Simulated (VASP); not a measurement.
# Os3N (P6_3/mmc) in VASP: further runs

The runs below take Os3N through relaxation of cell and atoms, single point, with PBE.

Program: VASP 6.6.1. These are calculated values, not measurements. Logs are shortened: lines on timing, memory, paths and dates and some standing lists are left out, and cuts for length are marked.

### 1 The cell of the first run

Symmetry: P6_3/mmc, No. 194, hexagonal system. The conventional cell has a = 5.157 Å, b = 5.157 Å, c = 4.139 Å, α = 90.00°, β = 90.00°, γ = 120.00°. Os (site symmetry mm2) has 4 N at 2.55 to 2.58 Å and 8 Os at 2.55 to 2.58 Å within 3.4 Å. N (site symmetry -6m2) has 12 Os at 2.55 to 2.58 Å within 3.4 Å.

### 2 Relaxation of cell and atoms, PBE

The input, INCAR:

```
PREC = Accurate
ENCUT = 600
EDIFF = 1E-6
ISMEAR = 0
SIGMA = 0.1
LREAL = False
LASPH = True
NELM = 80
ALGO = Normal
ISIF = 3
LWAVE = False
LCHARG = False
GGA = PE
IBRION = 2
NSW = 90
EDIFFG = -0.04
```

The input, KPOINTS:

```
regular mesh
0
Gamma
  6 6 4
```

The input, POSCAR:

```
Os3N
1.0
    5.1568584809      0.0000000000      0.0000000000
   -2.5784292405      4.4659704482      0.0000000000
    0.0000000000      0.0000000000      4.1391745946
Os N
6 2
Direct
    0.8330000000      0.6660000000      0.2500000000
    0.1670000000      0.8330000000      0.7500000000
    0.3340000000      0.1670000000      0.2500000000
    0.1670000000      0.3340000000      0.7500000000
    0.8330000000      0.1670000000      0.2500000000
    0.6660000000      0.8330000000      0.7500000000
    0.3333333333      0.6666666667      0.2500000000
    0.6666666667      0.3333333333      0.7500000000
```

Potentials or basis: VASP PAW PBE potentials, release 64 (Os, N).

On the command line:

```bash
$ cat potpaw_PBE.64/Os/POTCAR potpaw_PBE.64/N/POTCAR > POTCAR
$ mpirun -np 1 vasp_std > vasp.out
```

OUTCAR:

```text
PREC = Accurate
   ENCUT = 600
   EDIFF = 1E-6
   ISMEAR = 0
   LREAL = False
   LASPH = True
   NELM = 80
   ISIF = 3
   GGA = PE
   IBRION = 2
   NSW = 90
   EDIFFG = -0.04

 ion  position               nearest neighbor table
   1  0.833  0.666  0.250-   8 2.55   8 2.55   2 2.55   2 2.55   6 2.55   6 2.55   3 2.57   5 2.57
                             7 2.58   7 2.58   3 2.58   5 2.58
   2  0.167  0.833  0.750-   7 2.55   7 2.55   1 2.55   1 2.55   3 2.55   3 2.55   6 2.57   4 2.57
                             8 2.58   8 2.58   6 2.58   4 2.58
   3  0.334  0.167  0.250-   8 2.55   8 2.55   2 2.55   2 2.55   4 2.55   4 2.55   1 2.57   5 2.57
                             7 2.58   7 2.58   1 2.58   5 2.58
   4  0.167  0.334  0.750-   7 2.55   7 2.55   5 2.55   5 2.55   3 2.55   3 2.55   6 2.57   2 2.57
                             8 2.58   8 2.58   6 2.58   2 2.58
   5  0.833  0.167  0.250-   8 2.55   8 2.55   4 2.55   4 2.55   6 2.55   6 2.55   3 2.57   1 2.57
                             7 2.58   7 2.58   3 2.58   1 2.58
   6  0.666  0.833  0.750-   7 2.55   7 2.55   5 2.55   5 2.55   1 2.55   1 2.55   4 2.57   2 2.57
                             8 2.58   8 2.58   4 2.58   2 2.58
   7  0.333  0.667  0.250-   2 2.55   2 2.55   6 2.55   6 2.55   4 2.55   4 2.55   1 2.58   3 2.58
                             5 2.58   5 2.58   1 2.58   3 2.58
   8  0.667  0.333  0.750-   5 2.55   5 2.55   3 2.55   3 2.55   1 2.55   1 2.55   4 2.58   6 2.58
                             2 2.58   2 2.58   4 2.58   6 2.58

  LATTYP: Found a hexagonal cell.
 ALAT       =     5.1568584809
 C/A-ratio  =     0.8026542923

  Lattice vectors:

 A1 = (   5.1568584809,   0.0000000000,   0.0000000000)
 A2 = (  -2.5784292405,   4.4659704482,   0.0000000000)
 A3 = (   0.0000000000,   0.0000000000,   4.1391745946)

Analysis of symmetry for initial positions (statically):
=====================================================================
 Subroutine PRICEL returns:
 Original cell was already a primitive cell.

 Routine SETGRP: Setting up the symmetry group for a
 hexagonal supercell.

 Subroutine GETGRP returns: Found 24 space group operations
 (whereof 12 operations were pure point group operations)
 out of a pool of 24 trial point group operations.

The static configuration has the point symmetry D_3d.
 The point group associated with its full space group is D_6h.

Analysis of symmetry for dynamics (positions and initial velocities):
=====================================================================
 Subroutine PRICEL returns:
 Original cell was already a primitive cell.

 Routine SETGRP: Setting up the symmetry group for a
 hexagonal supercell.

 Subroutine GETGRP returns: Found 24 space group operations
 (whereof 12 operations were pure point group operations)
[... 110 lines left out ...]
   NELM   =     80;   NELMIN=  2; NELMDL= -5     # of ELM steps
   EDIFF  = 0.1E-05   stopping-criterion for ELM
   LREAL  =      F    real-space projection
   EDIFFG = -.4E-01   stopping-criterion for IOM
   NSW    =     90    number of steps for IOM
   IBRION =      2    ionic relax: 0-MD 1-quasi-New 2-CG
   NFREE  =      1    steps in history (QN), initial steepest desc. (CG)
   ISIF   =      3    stress and relaxation
   ISYM   =      2    0-nonsym 1-usesym 2-fastsym
   POTIM  = 0.5000    time-step for ionic-motion
   TEBEG  =    0.0;   TEEND  =   0.0 temperature during run
   PSTRESS=    0.0 pullay stress
   NELECT =      58.0000    total number of electrons
   NUPDOWN=      -1.0000    fix difference up-down
   EMIN   =  10.00;   EMAX   =-10.00  energy-range for DOS
   EFERMI =   0.00;   METHOD = LEGACY
   ISMEAR =     0;   SIGMA  =   0.10  broadening in eV -4-tet -1-fermi 0-gaus
   EFERMI_NEDOS =   21; number of points for ismear=-14 and -15
   IALGO  =     38    algorithm
   IMIX   =      4    mixing-type and parameters
     AMIX     =   0.40;   BMIX     =  1.00
     AMIX_MAG =   1.60;   BMIX_MAG =  1.00
  volume/ion in A,a.u.               =      11.92        80.41
  Fermi-wavevector in a.u.,A,eV,Ry     =   1.387222  2.621469 26.182837  1.924384
  Thomas-Fermi vector in A             =   2.511463
   LORBIT       =      0    0 simple, 1 ext, 2 COOP (PROOUT), +10 PAW based schemes
   GGA     = PE    functional components
   LHFCALC =     F    Hartree Fock is set to
   AEXX    =    0.0000 exact exchange contribution
   IVDW    =     0    specifies the selected vdW correction
   LEPSILON=     F    determine dielectric tensor
   LRPA    =     F    only Hartree local field effects (RPA)
 conjugate gradient relaxation of ions
 non-spin polarized calculation
 Gauss-broadening in eV      SIGMA  =   0.10
  energy-cutoff  :      600.00
  volume of cell :       95.33
 maximum number of plane-waves:      3200
 NGX is ok and might be reduce to    42
   NGX = 21   NGY = 21   NGZ = 17

--------------------------------------- Ionic step        1  -------------------------------------------

 number of electron      58.0000000 magnetization

 Free energy of the ion-electron system (eV)
  ---------------------------------------------------
  ext. energy  EPLUGINS =         0.00000000
  ---------------------------------------------------
  free energy    TOTEN  =       -69.18056401 eV

  energy without entropy =      -69.14422128  energy(sigma->0) =      -69.16239265

------------------------ aborting loop because EDIFF is reached ----------------------------------------

  FORCE on cell =-STRESS in cart. coord.  units (eV):
  Direction    XX          YY          ZZ          XY          YZ          ZX
  --------------------------------------------------------------------------------------
  -------------------------------------------------------------------------------------
  Total       28.9592863     28.9592863     20.3864705     -0.0000000     -0.0000000      0.0000000
  in kB      486.7249767    486.7249767    342.6398103     -0.0000000     -0.0000000      0.0000000
  external PRESSURE =     438.6965879 kB  Pullay stress =       0.0000000 kB
[... 1678 lines left out ...]
     33      13.4270      0.00000
     34      13.4270      0.00000

[... ionic steps 4 to 21 ...]

--------------------------------------- Ionic step       22  -------------------------------------------

 number of electron      58.0000016 magnetization

------------------------ aborting loop because EDIFF is reached ----------------------------------------
[... 79 lines left out ...]
--------------------------------------- Ionic step       24  -------------------------------------------

 number of electron      58.0000015 magnetization

 Free energy of the ion-electron system (eV)
  ---------------------------------------------------
  ext. energy  EPLUGINS =         0.00000000
  ---------------------------------------------------
  free energy    TOTEN  =       -77.55340114 eV

  energy without entropy =      -77.52004071  energy(sigma->0) =      -77.53672092

 E-fermi :   8.1900     XC(G=0): -13.1967

 val. band max:        8.1295403173   @ k =   0.1667   0.1667   0.5000
 cond. band min:       8.2074992406   @ k =   0.5000   0.0000   0.5000
 fundamental gap:      0.0779589233
 Fermi energy:         8.1900006204
[... 810 lines left out ...]
  FREE ENERGIE OF THE ION-ELECTRON SYSTEM (eV)
  ---------------------------------------------------
  free  energy   TOTEN  =       -77.5534011367 eV

  energy  without entropy=      -77.5200407128  energy(sigma->0) =      -77.53672092

 reached required accuracy - stopping structural energy minimisation
```

Run time: 60 min. Hardware: 1 thread of Oxide Virtual Turin-like, shared host; peak memory 0.27 GiB.

What came out:

| Property | Result |
| --- | --- |
| Free energy | -77.5534 eV |
| Relaxed volume | 13.35 Å³/atom |
| Relaxed cell | a = 6.766 Å, b = 6.766 Å, c = 2.693 Å, α = 90.00°, β = 90.00°, γ = 120.00° |
| Space group after relaxing (to 0.1 Å) | P6_3/mmc (No. 194) |
| Pressure after relaxing | 0.3 GPa |
| Largest force after relaxing | 0.033 eV/Å |
| Band gap on the k mesh | zero (bands 29 and 30 overlap by 1.62 eV) |

Forces on the atoms (eV/Å):
```
Os   0.000  0.033  0.000
Os  -0.028  0.016  0.000
Os  -0.028 -0.016  0.000
Os   0.000 -0.033  0.000
Os   0.028 -0.016  0.000
Os   0.028  0.016  0.000
N    0.000  0.000  0.000
N    0.000  0.000  0.000
```

Final structure:
```xyz
8
Lattice="6.7663 0.0000 0.0000 -3.3831 5.8598 0.0000 0.0000 0.0000 2.6928" Properties=species:S:1:pos:R:3 pbc="T T T"
Os    3.3831    3.6413    0.6732
Os   -1.4619    4.7506    2.0196
Os    1.9212    1.1092    0.6732
Os    0.0000    2.2185    2.0196
Os    4.8451    1.1092    0.6732
Os    1.4619    4.7506    2.0196
N     0.0000    3.9065    0.6732
N     3.3831    1.9533    2.0196
```

Caveat: the k points lie up to 0.58 Å⁻¹ apart in the final cell, too coarse for converged energies and pressures of a metal; a cell axis changed by over 15 % at a fixed basis, so the end point is rough; spin-orbit coupling is left out, which moves the levels of the heavy elements.

### 3 Single point, PBE, collinear spin

The input, INCAR:

```
SYSTEM = Os3N
PREC     = Accurate       ! precision mode
ENCUT    = 520            ! plane-wave cutoff, eV
EDIFF    = 1E-7           ! SCF threshold, eV
ISMEAR   = 0              ! smearing method
SIGMA    = 0.1            ! smearing width, eV
LREAL    = .FALSE.        ! projectors in reciprocal space
LASPH    = .TRUE.         ! aspherical terms in the spheres
NELM     = 150            ! most SCF steps
ALGO     = Fast           ! electronic algorithm
ISIF     = 2              ! what is computed and relaxed
LWAVE    = .FALSE.        ! write WAVECAR
LCHARG   = .FALSE.        ! write CHGCAR
ISPIN    = 2              ! spin polarisation
MAGMOM   = 1 1 1 1 1 1 0 0 ! initial moments
LORBIT   = 11             ! projections on sites
LMAXMIX  = 4              ! l up to which the mixer works
GGA      = PE             ! functional
NBANDS   = 43             ! bands
```

The input, KPOINTS:

```
Automatic mesh
0
G
  6 6 4
  0 0 0
```

POSCAR is that of step 2.

Potentials or basis: VASP PAW PBE potentials, release 64 (Os, N).

On the command line:

```bash
$ cat potpaw_PBE.64/Os/POTCAR potpaw_PBE.64/N/POTCAR > POTCAR
$ mpirun -np 1 vasp_std > vasp.out
```

Wall time 6.5 min (1 thread of Oxide Virtual Turin-like, shared host); peak memory 0.29 GiB.

It converged, with:

| Property | Result |
| --- | --- |
| Free energy | -69.1769 eV |
| Pressure | 43.8 GPa |
| Largest force | 2.577 eV/Å |
| Band gap on the k mesh | zero (filled and empty bands overlap) |
| Net moment | 0.00 μB per cell |
| Valence electrons inside the program's atomic spheres | Os 7.61; N 3.43 |

Forces in eV/Å, atoms in the order of the input:
```
Os   0.000 -2.577  0.000
Os   2.231 -1.288  0.000
Os   2.231  1.288  0.000
Os   0.000  2.577  0.000
Os  -2.231  1.288  0.000
Os  -2.231 -1.288  0.000
N    0.000  0.000  0.000
N    0.000  0.000  0.000
```

Stress tensor (GPa, compression positive):
```
48.61  0.00  0.00
 0.00 48.61  0.00
 0.00  0.00 34.21
```

Levels at points of the mesh, in eV from the Fermi level:
Spin up:
| k point | band 26 | band 27 | band 28 | band 29 | band 30 | band 31 | band 32 | band 33 |
| --- | --- | --- | --- | --- | --- | --- | --- | --- |
| (0.00, 0.00, 0.00) | -0.35 | -0.35 | 0.09 | 0.09 | 0.42 | 0.42 | 0.51 | 0.51 |
| (0.50, 0.00, 0.00) | -1.26 | -0.97 | -0.93 | -0.51 | -0.33 | 0.34 | 0.45 | 0.91 |
| (0.00, 0.00, 0.50) | -1.36 | -1.18 | -1.18 | 0.59 | 0.59 | 0.59 | 0.59 | 0.85 |
| (0.50, 0.00, 0.50) | -1.64 | -1.59 | -1.59 | -0.35 | -0.35 | 0.38 | 0.38 | 0.58 |
Spin down:
```
           k point  band 25  band 26  band 27  band 28  band 29  band 30  band 31  band 32  band 33  band 34
(0.00, 0.00, 0.00)    -1.45    -0.35    -0.35     0.09     0.09     0.42     0.42     0.51     0.51     1.47
(0.50, 0.00, 0.00)    -1.31    -1.26    -0.97    -0.93    -0.51    -0.33     0.34     0.45     0.91     1.20
(0.00, 0.00, 0.50)    -1.36    -1.36    -1.18    -1.18     0.59     0.59     0.59     0.59     0.85     0.85
(0.50, 0.00, 0.50)    -1.64    -1.64    -1.59    -1.59    -0.35    -0.35     0.38     0.38     0.58     0.58
```

Caveat: the k points lie up to 0.38 Å⁻¹ apart, too coarse for converged energies and pressures of a metal; spin-orbit coupling is left out, which moves the levels of the heavy elements; forces of over 1 eV/Å act on the atoms, so gaps and moduli don't describe the material at rest.

The gap in the log of VASP goes by the Fermi energy; the results here count the filled bands.